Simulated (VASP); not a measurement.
# Ru (Fm-3m) in VASP: relaxation of cell and atoms with PBE

Aim: the relaxation of cell and atoms of Ru with PBE.

All numbers are computed with VASP 6.6.1; they aren't measurements. Logs are shortened: lines on timing, memory, paths and dates and some standing lists are left out, and cuts for length are marked.

**1. The cell of the first run**

Symmetry: Fm-3m, No. 225, cubic system. The conventional cell has a = 3.621 Å, b = 3.621 Å, c = 3.621 Å, α = 90.00°, β = 90.00°, γ = 90.00°. Ru (site symmetry m-3m) has 12 Ru at 2.56 Å within 3.4 Å.

This isn't the form of Ru at room conditions, which is hcp.

**2. Relaxation of cell and atoms, PBE**

The input, INCAR:

```
SYSTEM = Ru
PREC = Accurate
ENCUT = 600
EDIFF = 1E-7
ISMEAR = -1
SIGMA = 0.05
LREAL = .False.
LASPH = .True.
NELM = 60
ALGO = Normal
ISIF = 3
LWAVE = .False.
LCHARG = .False.
GGA = PE
IBRION = 2
NSW = 100
EDIFFG = -0.005
ISYM = 0
```

The input, KPOINTS:

```
Automatic mesh
0
Gamma
  16 16 16
  0.5 0.5 0.5
```

The input, POSCAR:

```
Ru
1.0
    0.0000000000      1.8104788528      1.8104788528
    1.8104788528      0.0000000000      1.8104788528
    1.8104788528      1.8104788528      0.0000000000
Ru
1
Direct
    0.0000000000      0.0000000000      0.0000000000
```

Potentials or basis: VASP PAW PBE potentials, release 64 (Ru_pv).

Started as:

```sh
cat potpaw_PBE.64/Ru_pv/POTCAR > POTCAR
mpirun -np 1 vasp_std > vasp.out
```

OUTCAR:

```text
SYSTEM = Ru
   PREC = Accurate
   ENCUT = 600
   EDIFF = 1E-7
   ISMEAR = -1
   LREAL = .False.
   LASPH = .True.
   NELM = 60
   ISIF = 3
   GGA = PE
   IBRION = 2
   NSW = 100
   EDIFFG = -0.005
   ISYM = 0

 ion  position               nearest neighbor table
   1  0.000  0.000  0.000-

IMPORTANT INFORMATION: All symmetrisations will be switched off!
NOSYMM: (Re-)initialisation of all symmetry stuff for point group C_1.

----------------------------------------------------------------------------------------

                                     Primitive cell

  volume of cell :      11.8689

  direct lattice vectors                    reciprocal lattice vectors
     0.000000000  1.810478853  1.810478853    -0.276170031  0.276170031  0.276170031
     1.810478853  0.000000000  1.810478853     0.276170031 -0.276170031  0.276170031
     1.810478853  1.810478853  0.000000000     0.276170031  0.276170031 -0.276170031

  length of vectors
     2.560403748  2.560403748  2.560403748     0.478340524  0.478340524  0.478340524

  position of ions in fractional coordinates (direct lattice)
     0.000000000  0.000000000  0.000000000

  ion indices of the primitive-cell ions
   primitive index   ion index
                 1           1

----------------------------------------------------------------------------------------

 KPOINTS: Automatic mesh

Automatic generation of k-mesh.
 Grid dimensions read from file:
 generate k-points for:   16   16   16

 Generating k-lattice:

  Cartesian coordinates                     Fractional coordinates (reciprocal lattice)
    -0.017260627  0.017260627  0.017260627     0.062500000  0.000000000  0.000000000
     0.017260627 -0.017260627  0.017260627     0.000000000  0.062500000  0.000000000
     0.017260627  0.017260627 -0.017260627     0.000000000  0.000000000  0.062500000

  Length of vectors
     0.029896283  0.029896283  0.029896283

  Shift w.r.t. Gamma in fractional coordinates (k-lattice)
     0.500000000  0.500000000  0.500000000

 Subroutine IBZKPT returns following result:
 ===========================================

 Found   8192 irreducible k-points:

 Following reciprocal coordinates:
            Coordinates               Weight
  0.031250  0.031250  0.031250      2.000000
  0.031250  0.000000  0.000000      2.000000
  0.000000  0.000000 -0.031250      2.000000
  0.000000  0.031250  0.000000      2.000000
  0.093750  0.031250  0.031250      2.000000
  0.031250  0.093750  0.031250      2.000000
[... 16 lines left out ...]
  0.000000  0.125000 -0.031250      2.000000
  0.125000  0.000000 -0.031250      2.000000
 [... further k-points ...]
   k-points           NKPTS =   8192   k-points in BZ     NKDIM =   8192   number of bands    NBANDS=     11
   number of dos      NEDOS =    301   number of ions     NIONS =      1
   total plane-waves  NPLWV =   8000
   dimension x,y,z NGX =    20 NGY =   20 NGZ =   20
   dimension x,y,z NGXF=    40 NGYF=   40 NGZF=   40
   ions per type =               1
   NGX,Y,Z   is equivalent  to a cutoff of  12.99, 12.99, 12.99 a.u.
   NGXF,Y,Z  is equivalent  to a cutoff of  25.97, 25.97, 25.97 a.u.
 SYSTEM =  Ru
   PREC   = accura    normal or accurate (medium, high low for compatibility)
   ISTART =      0    job   : 0-new  1-cont  2-samecut
   ICHARG =      2    charge: 1-file 2-atom 10-const
   ISPIN  =      1    spin polarized calculation?
   LNONCOLLINEAR =      F non collinear calculations
   LSORBIT =      F    spin-orbit coupling
   LASPH  =      T    aspherical Exc in radial PAW
   ENCUT  =  600.0 eV  44.10 Ry    6.64 a.u.   5.11  5.11  5.11*2*pi/ulx,y,z
   NELM   =     60;   NELMIN=  2; NELMDL= -5     # of ELM steps
   EDIFF  = 0.1E-06   stopping-criterion for ELM
   LREAL  =      F    real-space projection
   EDIFFG = -.5E-02   stopping-criterion for IOM
   NSW    =    100    number of steps for IOM
   IBRION =      2    ionic relax: 0-MD 1-quasi-New 2-CG
   NFREE  =      1    steps in history (QN), initial steepest desc. (CG)
   ISIF   =      3    stress and relaxation
   ISYM   =      0    0-nonsym 1-usesym 2-fastsym
   POTIM  = 0.5000    time-step for ionic-motion
   TEBEG  =    0.0;   TEEND  =   0.0 temperature during run
   PSTRESS=    0.0 pullay stress
   NELECT =      14.0000    total number of electrons
   NUPDOWN=      -1.0000    fix difference up-down
   EMIN   =  10.00;   EMAX   =-10.00  energy-range for DOS
   EFERMI =   0.00;   METHOD = LEGACY
   ISMEAR =    -1;   SIGMA  =   0.05  broadening in eV -4-tet -1-fermi 0-gaus
   EFERMI_NEDOS =   21; number of points for ismear=-14 and -15
   IALGO  =     38    algorithm
   IMIX   =      4    mixing-type and parameters
     AMIX     =   0.40;   BMIX     =  1.00
     AMIX_MAG =   1.60;   BMIX_MAG =  1.00
  volume/ion in A,a.u.               =      11.87        80.10
  Fermi-wavevector in a.u.,A,eV,Ry     =   1.729740  3.268734 40.708618  2.991999
  Thomas-Fermi vector in A             =   2.804428
   LORBIT       =      0    0 simple, 1 ext, 2 COOP (PROOUT), +10 PAW based schemes
   GGA     = PE    functional components
   LHFCALC =     F    Hartree Fock is set to
   AEXX    =    0.0000 exact exchange contribution
   IVDW    =     0    specifies the selected vdW correction
   LEPSILON=     F    determine dielectric tensor
   LRPA    =     F    only Hartree local field effects (RPA)
 conjugate gradient relaxation of ions
 non-spin polarized calculation
  energy-cutoff  :      600.00
  volume of cell :       11.87
 maximum number of plane-waves:       405
   NGX = 11   NGY = 11   NGZ = 11

--------------------------------------- Ionic step        1  -------------------------------------------

 number of electron      14.0000004 magnetization

 Free energy of the ion-electron system (eV)
  ---------------------------------------------------
  ext. energy  EPLUGINS =         0.00000000
  ---------------------------------------------------
  free energy    TOTEN  =        -8.76570233 eV

  energy without entropy =       -8.75846279  energy(sigma->0) =       -8.76208256

------------------------ aborting loop because EDIFF is reached ----------------------------------------

  FORCE on cell =-STRESS in cart. coord.  units (eV):
  Direction    XX          YY          ZZ          XY          YZ          ZX
  --------------------------------------------------------------------------------------
  -------------------------------------------------------------------------------------
  Total        5.0310398      5.0310396      5.0310398      0.0000002      0.0000000      0.0000000
  in kB      679.1379067    679.1378840    679.1379008      0.0000227      0.0000017      0.0000050
  external PRESSURE =     679.1378971 kB  Pullay stress =       0.0000000 kB

 VOLUME and BASIS-vectors are now :
 -----------------------------------------------------------------------------
  energy-cutoff  :      600.00
  volume of cell :       11.87
      direct lattice vectors                 reciprocal lattice vectors
     0.000000000  1.810478853  1.810478853    -0.276170031  0.276170031  0.276170031
     1.810478853  0.000000000  1.810478853     0.276170031 -0.276170031  0.276170031
     1.810478853  1.810478853  0.000000000     0.276170031  0.276170031 -0.276170031

 POSITION                                       TOTAL-FORCE (eV/Angst)
 -----------------------------------------------------------------------------------
      0.00000      0.00000      0.00000        -0.000000     -0.000000      0.000000
 -----------------------------------------------------------------------------------
    total drift:                               -0.000000     -0.000000      0.000000

  FREE ENERGIE OF THE ION-ELECTRON SYSTEM (eV)
  ---------------------------------------------------
  free  energy   TOTEN  =        -8.7657023348 eV

  energy  without entropy=       -8.7584627870  energy(sigma->0) =       -8.76208256

--------------------------------------- Ionic step        2  -------------------------------------------

 number of electron      13.9999993 magnetization

 E-fermi :   5.3992     XC(G=0): -11.1351

 val. band max:        5.3982705779   @ k =  -0.0625   0.1562   0.0000
 cond. band min:       5.4001938802   @ k =   0.0938  -0.3438  -0.4062
 fundamental gap:      0.0019233023
 Fermi energy:         5.3991897476

 k-point     1 :       0.0312    0.0312    0.0312
  band No.  band energies     occupation
      1     -36.7797      2.00000
      2     -36.7787      2.00000
      3     -36.7787      2.00000
      4       0.3953      2.00000
      5       4.2067      2.00000
      6       4.2242      2.00000
      7       4.2242      2.00000
      8       5.2816      1.82624
      9       5.2816      1.82624
     10      16.8542      0.00000
     11      19.8573      0.00000

 k-point     2 :       0.0312    0.0000    0.0000
  band No.  band energies     occupation
      1     -36.7797      2.00000
      2     -36.7787      2.00000
      3     -36.7787      2.00000
      4       0.3953      2.00000
      5       4.2067      2.00000
      6       4.2242      2.00000
      7       4.2242      2.00000
      8       5.2816      1.82624
      9       5.2816      1.82624
     10      16.8542      0.00000
     11      19.8573      0.00000

 k-point     3 :       0.0000    0.0000   -0.0312
  band No.  band energies     occupation
      1     -36.7797      2.00000
      2     -36.7787      2.00000
      3     -36.7787      2.00000
      4       0.3953      2.00000
      5       4.2067      2.00000
      6       4.2242      2.00000
      7       4.2242      2.00000
      8       5.2816      1.82624
      9       5.2816      1.82624
     10      16.8542      0.00000
     11      19.8573      0.00000
[... 377 lines left out ...]
 VOLUME and BASIS-vectors are now :
 -----------------------------------------------------------------------------
  energy-cutoff  :      600.00
  volume of cell :       13.94
      direct lattice vectors                 reciprocal lattice vectors
     0.000000004  1.910152806  1.910152809    -0.261759163  0.261759164  0.261759163
     1.910152810  0.000000004  1.910152809     0.261759163 -0.261759164  0.261759163
     1.910152813  1.910152810  0.000000001     0.261759162  0.261759163 -0.261759163

 POSITION                                       TOTAL-FORCE (eV/Angst)
 -----------------------------------------------------------------------------------
      1.91015      3.82031      1.91015         0.000000     -0.000000      0.000000
 -----------------------------------------------------------------------------------
    total drift:                                0.000000     -0.000000      0.000000

  FREE ENERGIE OF THE ION-ELECTRON SYSTEM (eV)
  ---------------------------------------------------
  free  energy   TOTEN  =        -9.1229588903 eV

  energy  without entropy=       -9.1140949983  energy(sigma->0) =       -9.11852694

--------------------------------------- Ionic step        5  -------------------------------------------

 number of electron      14.0000002 magnetization

 Free energy of the ion-electron system (eV)
  ---------------------------------------------------
  ext. energy  EPLUGINS =         0.00000000
  ---------------------------------------------------
  free energy    TOTEN  =        -9.12381295 eV

  energy without entropy =       -9.11505471  energy(sigma->0) =       -9.11943383

 E-fermi :  12.4255     XC(G=0): -14.0059

 val. band max:       12.4173006642   @ k =   0.3438   0.1563  -0.4688
 cond. band min:      12.4308045330   @ k =  -0.1562   0.1875   0.3125
 fundamental gap:      0.0135038688
 Fermi energy:        12.4254666650

 k-point     1 :       0.0312    0.0312    0.0312
  band No.  band energies     occupation
      1     -30.0080      2.00000
      2     -29.9992      2.00000
      3     -29.9992      2.00000
      4       4.6708      2.00000
      5       9.8953      2.00000
      6       9.9350      2.00000
      7       9.9350      2.00000
      8      12.2877      1.88041
      9      12.2877      1.88041
     10      22.9870      0.00000
     11      27.5675      0.00000

 k-point     2 :       0.0312    0.0000    0.0000
  band No.  band energies     occupation
      1     -30.0080      2.00000
      2     -29.9992      2.00000
      3     -29.9992      2.00000
      4       4.6708      2.00000
      5       9.8953      2.00000
      6       9.9350      2.00000
      7       9.9350      2.00000
      8      12.2877      1.88041
      9      12.2877      1.88041
     10      22.9870      0.00000
     11      27.5675      0.00000

 k-point     3 :       0.0000    0.0000   -0.0312
  band No.  band energies     occupation
      1     -30.0080      2.00000
      2     -29.9992      2.00000
      3     -29.9992      2.00000
      4       4.6708      2.00000
      5       9.8953      2.00000
      6       9.9350      2.00000
      7       9.9350      2.00000
      8      12.2877      1.88041
      9      12.2877      1.88041
     10      22.9870      0.00000
     11      27.5675      0.00000
[... 307 lines left out ...]
 VOLUME and BASIS-vectors are now :
 -----------------------------------------------------------------------------
  energy-cutoff  :      600.00
  volume of cell :       13.83
      direct lattice vectors                 reciprocal lattice vectors
     0.000000004  1.904953281  1.904953283    -0.262473629  0.262473629  0.262473628
     1.904953284  0.000000003  1.904953283     0.262473629 -0.262473629  0.262473628
     1.904953287  1.904953284  0.000000001     0.262473628  0.262473628 -0.262473629

 POSITION                                       TOTAL-FORCE (eV/Angst)
 -----------------------------------------------------------------------------------
      1.90495      3.80991      1.90495        -0.000000      0.000000     -0.000000
 -----------------------------------------------------------------------------------
    total drift:                               -0.000000      0.000000     -0.000000

  FREE ENERGIE OF THE ION-ELECTRON SYSTEM (eV)
  ---------------------------------------------------
  free  energy   TOTEN  =        -9.1238129479 eV

  energy  without entropy=       -9.1150547076  energy(sigma->0) =       -9.11943383

 reached required accuracy - stopping structural energy minimisation
```

It took 81 min on 1 thread of Intel Xeon 8259CL, shared host; peak memory 1.5 GiB.

Results:

- Free energy: -9.1238 eV
- Relaxed volume: 13.83 Å³/atom
- Relaxed cell: a = 2.694 Å, b = 2.694 Å, c = 2.694 Å, α = 60.00°, β = 60.00°, γ = 60.00°
- Space group after relaxing (to 0.1 Å): Fm-3m (No. 225)
- Pressure after relaxing: 0.0 GPa
- Band gap on the k mesh: zero (bands 7 and 8 overlap by 3.06 eV)

Final structure:
```
CELL_PARAMETERS angstrom
0.00000 1.90495 1.90495
1.90495 0.00000 1.90495
1.90495 1.90495 0.00000
ATOMIC_POSITIONS crystal
Ru 0.00000 0.00000 0.00000
```

Levels at points of the mesh, in eV from the Fermi level:
| k point | band 4 | band 5 | band 6 | band 7 | band 8 | band 9 | band 10 | band 11 |
| --- | --- | --- | --- | --- | --- | --- | --- | --- |
| (0.03, 0.03, 0.03) | -7.75 | -2.53 | -2.49 | -2.49 | -0.14 | -0.14 | 10.56 | 15.14 |

Caveat: the volume moved by over 15 % at a fixed basis, so the end points are rough.
